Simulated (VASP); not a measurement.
CuPt2:

```xyz
3
Lattice="4.0340 0.0000 0.0000 -2.0170 3.4935 0.0000 0.0000 0.0000 2.8374" Properties=species:S:1:pos:R:3 pbc="T T T"
Cu    0.0000    0.0000    0.0000
Pt    0.0000    2.3290    1.4187
Pt    2.0170    1.1645    1.4187
```

| Item | Value |
| --- | --- |
| Program | VASP 6.6.1 |
| Task | relaxation of cell and atoms |
| Functional | PBE |
| Potentials or basis | VASP PAW PBE potentials, release 64 (Cu, Pt) |
| Cutoff | 600 eV |
| k mesh | 6 × 6 × 6 |
| Occupations | gaussian, width 0.1 eV |
| Spin | no spin polarisation |

At the start: pressure 50.1 GPa; volume 13.33 Å³/atom.

How do energy, volume and symmetry change on relaxing?

Over 9 steps the energy falls by 482.6 meV/atom and the volume is 15.22 Å³/atom (+14.2 %); space group P6/mmm (No. 191, to 0.05 Å).

The path:
| step | energy change (eV) | largest force (eV/Å) | pressure (GPa) | volume (Å³) |
| --- | --- | --- | --- | --- |
| 1 | 0.0000 | 0.0000 | 50.14 | 39.99 |
| 2 | 1.5070 | 0.0000 | -25.40 | 68.07 |
| 3 | -1.2973 | 0.0000 | -9.19 | 48.80 |
| 4 | -1.3255 | 0.0000 | -5.87 | 47.85 |
| 5 | -1.3296 | 0.0000 | -4.05 | 47.35 |
| 6 | -1.4465 | 0.0000 | 0.69 | 45.53 |
| 7 | -1.4468 | 0.0000 | 1.11 | 45.43 |
| 8 | -1.4465 | 0.0000 | -1.21 | 45.94 |
| 9 | -1.4479 | 0.0000 | -0.01 | 45.67 |

Final structure:
```yaml
crystal:
  lattice:
    - [4.42398, 0.00000, 0.00000]
    - [-2.21199, 3.83128, 0.00000]
    - [0.00000, 0.00000, 2.69420]
  atoms:
    - { symbol: Cu, position: [0.00000, 0.00000, 0.00000] }
    - { symbol: Pt, position: [0.33333, 0.66667, 0.50000] }
    - { symbol: Pt, position: [0.66667, 0.33333, 0.50000] }
```

Caveat: the k points lie up to 0.39 Å⁻¹ apart in the final cell.
